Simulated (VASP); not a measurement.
Pd, 1 atom in the cell. It takes space group Pm-3m (No. 221, cubic). The conventional cell has a = 2.745 Å, b = 2.745 Å, c = 2.745 Å, α = 90.00°, β = 90.00°, γ = 90.00°. Pd (site symmetry m-3m) has 6 Pd at 2.75 Å within 3.6 Å.  This cell differs from its parent crystal: volume scaled by 1.12.

- Program: VASP 6.6.1
- Task: single point
- Functional: RPBE
- Potentials or basis: VASP PAW PBE potentials, release 64 (Pd)
- Cutoff: 520 eV
- k mesh: 13 × 13 × 13
- Occupations: fermi-dirac, width 0.05 eV
- Spin: collinear spin, ferromagnetic start
- Starting moments: [0.5] μB
- Dipole correction: no
- Further INCAR settings: ALGO = Normal; EDIFF = 1e-06; NBANDS = 15

Potentials or basis: VASP PAW PBE potentials, release 64 (Pd).

The run is started by

```sh
$ cat potpaw_PBE.64/Pd/POTCAR > POTCAR
$ mpirun -np 1 vasp_std > vasp.out
```

Hardware: 1 thread of Intel Xeon 6975P-C, on a shared host.

Estimate the wall time of this run.

It took 26 s on 1 thread of Intel Xeon 6975P-C (shared host), peak memory 0.16 GiB. Counts: scf iterations 12, k points 84.
